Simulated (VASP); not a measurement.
Write the native input for VASP 6.6.1 that does the following.

- Task: single point
- Functional: PBE
- Potentials or basis: VASP PAW PBE potentials, release 64 (Ce)
- Cutoff: 500 eV
- k mesh: 6 × 6 × 6
- Occupations: gaussian, width 0.05 eV
- Spin: collinear spin, ferromagnetic start
- Starting moments: [0.22] μB
- Dipole correction: no
- Further INCAR settings: ALGO = Normal; EDIFF = 1e-06; NBANDS = 16

The structure of Ce lies in POSCAR:

```
Ce
1.0
    0.0000000000      2.4549123788      2.4549123788
    2.4549123788      0.0000000000      2.4549123788
    2.4549123788      2.4549123788      0.0000000000
Ce
1
Direct
    0.0000000000      0.0000000000      0.0000000000
```

One way to write it, as run:

INCAR

```
ALGO = Normal ; EDIFF = 1E-6
ENCUT = 500 ; GGA = PE
GGA_COMPAT = F ; ISIF = 2
ISMEAR = 0 ; ISPIN = 2
LASPH = T ; LCHARG = F
LMAXMIX = 6 ; LORBIT = 11
LREAL = F ; LWAVE = F
MAGMOM = 0.22 ; NBANDS = 16
NELM = 200 ; PREC = Accurate
SIGMA = 0.05
```

KPOINTS

```
k-points
0
Gamma
  6 6 6
```

Potentials or basis: VASP PAW PBE potentials, release 64 (Ce).

Command:

```bash
$ cat potpaw_PBE.64/Ce/POTCAR > POTCAR
$ mpirun -np 1 vasp_std > vasp.out
```

It gave:

| Item | Value |
| --- | --- |
| Pressure | -3.7 GPa |
| Net moment | 0.21 μB per cell |
| Site moments | Ce +0.18 μB |
| Valence electrons inside the program's atomic spheres | Ce 9.79 |

Caveat: the k points lie up to 0.37 Å⁻¹ apart; the magnetic or orbital state may not be the lowest.

Wall time 19 s on 1 thread of Intel(R) Xeon(R) Platinum 8375C CPU @ 2.90GHz (Ice Lake), on a shared host, peak memory 0.18 GiB.
